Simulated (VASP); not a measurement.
## Te3W: single point with PBE

The system is Te3W.

```
Te W
1.0
     5.40495    0.00000    0.00000
     0.00000    5.40495    0.00000
     0.00000    0.00000    5.40495
Te W
3 1
Cartesian
  0.0000 0.0000 2.7025
  0.0000 2.7025 0.0000
  2.7025 0.0000 0.0000
  0.0000 0.0000 0.0000
```

```
Program                : VASP 6.6.1
Task                   : single point
Functional             : PBE
Potentials or basis    : VASP PAW PBE potentials, release 64 (Te, W_sv)
Cutoff                 : 520 eV
k mesh                 : 8 × 8 × 8
Occupations            : fermi-dirac, width 0.15 eV
Spin                   : no spin polarisation
Dipole correction      : no
Further INCAR settings : ALGO = Normal; EDIFF = 1e-06; NBANDS = 24
```

```json
{
 "Pressure": "-1.0 GPa",
 "Band gap on the k mesh": "zero (bands 16 and 17 overlap by 1.29 eV)"
}
```

Levels at points of the mesh, in eV from the Fermi level:
| k point | band 14 | band 15 | band 16 | band 17 | band 18 | band 19 |
| --- | --- | --- | --- | --- | --- | --- |
| (0.00, 0.00, 0.00) | -0.89 | -0.89 | -0.89 | -0.11 | -0.11 | -0.11 |
| (0.50, 0.00, 0.00) | -1.43 | -1.33 | -0.39 | -0.39 | 0.30 | 0.89 |
| (0.50, 0.50, 0.00) | -1.68 | -1.68 | 0.57 | 0.65 | 0.77 | 1.07 |
| (0.50, 0.50, 0.50) | 0.67 | 0.67 | 0.67 | 0.82 | 0.82 | 0.82 |

Run time: 64 s on 1 thread of AMD EPYC 9R45 (Zen 5) (shared host), peak memory 0.28 GiB.

Caveat: spin-orbit coupling is left out, which moves the levels of the heavy elements.
